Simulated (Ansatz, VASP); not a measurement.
# One calculation of Cd3O, two programs

INCAR

```
ALGO = Normal ; EDIFF = 1E-6
ENCUT = 520 ; GGA = PE
ISIF = 2 ; ISMEAR = 0
ISPIN = 2 ; LASPH = T
LCHARG = T ; LELF = T
LORBIT = 11 ; LREAL = F
LVHAR = T ; LWAVE = F
MAGMOM = 0 0 0 0 0 0 1 1 ; NBANDS = 56
NELM = 150 ; PREC = Accurate
SIGMA = 0.1
```

Contents of KPOINTS:

```
k-points
0
Gamma
  4 4 4
```

File POSCAR:

```
Cd3O
1.0
    3.4612858787     -3.7244512222      0.0000000000
    3.4612858787      3.7244512222      0.0000000000
    0.0000000000      0.0000000000      7.1203407943
Cd O
6 2
Direct
    0.6985613053      0.6985613053      0.2906058238
    0.3014386947      0.3014386947      0.2906058238
    0.3014386947      0.3014386947      0.7093941762
    0.6985613053      0.6985613053      0.7093941762
    0.7676913914      0.2323086086      0.0000000000
    0.2323086086      0.7676913914      0.0000000000
    0.0000000000      0.0000000000      0.7877242273
    0.0000000000      0.0000000000      0.2122757727
```

Input for Ansatz:

```yaml
crystal:
  lattice:
    - [3.4612858787, -3.7244512222, 0.0]
    - [3.4612858787, 3.7244512222, 0.0]
    - [0.0, 0.0, 7.1203407943]
  atoms:
    - { symbol: Cd, position: [0.6985613053, 0.6985613053, 0.2906058238] }
    - { symbol: Cd, position: [0.3014386947, 0.3014386947, 0.2906058238] }
    - { symbol: Cd, position: [0.3014386947, 0.3014386947, 0.7093941762] }
    - { symbol: Cd, position: [0.6985613053, 0.6985613053, 0.7093941762] }
    - { symbol: Cd, position: [0.7676913914, 0.2323086086, 0.0] }
    - { symbol: Cd, position: [0.2323086086, 0.7676913914, 0.0] }
    - { symbol: O, position: [0.0, 0.0, 0.7877242273], spin: 1.0 }
    - { symbol: O, position: [0.0, 0.0, 0.2122757727], spin: 1.0 }
basis:
  ecutwfc: 420
kpoints:
  mp_grid: { grid: [4, 4, 4] }
hamiltonian:
  xc: pbe
scf:
  occupations: { method: gaussian, width: 0.1 }
  lower_state_search: "off"
output:
  forces: true
  stress: true
  eigenvalues: true
  populations: true
magnetization:
  spin_polarized: true
```

Alike in both runs: task single point; functional PBE; k mesh 4 × 4 × 4; occupations gaussian, width 0.1 eV; collinear spin.

```csv
,VASP,Ansatz
version,VASP 6.6.1,Ansatz 0.2.0
potentials or method,"VASP PAW PBE potentials, release 64 (Cd, O), cutoff 520 eV","scalar-relativistic, plane waves, PAW"
valence electrons in the cell,84,132
```

```csv
,VASP,Ansatz,Ansatz less VASP
gap on the k mesh at the Fermi level (eV),none,none,-
pressure (GPa),0.7,0.1,-0.56
"traceless stress, the component that is largest in VASP (GPa)",0.52,0.17,-0.355
rms of the force components (eV/Å),0.057,0.068,+0.0107
net moment per atom (μB),0.00,0.00,0.000
```

Atom by atom the forces differ by 0.043 eV/Å (rms over components). A gap of «none» marks a metal or a gap that the smearing closes. VASP's potentials hold 84 valence electrons a cell and Ansatz's 132, so a difference there can come from the potentials and not from the codes. Ansatz's warnings: seeded moment not kept.
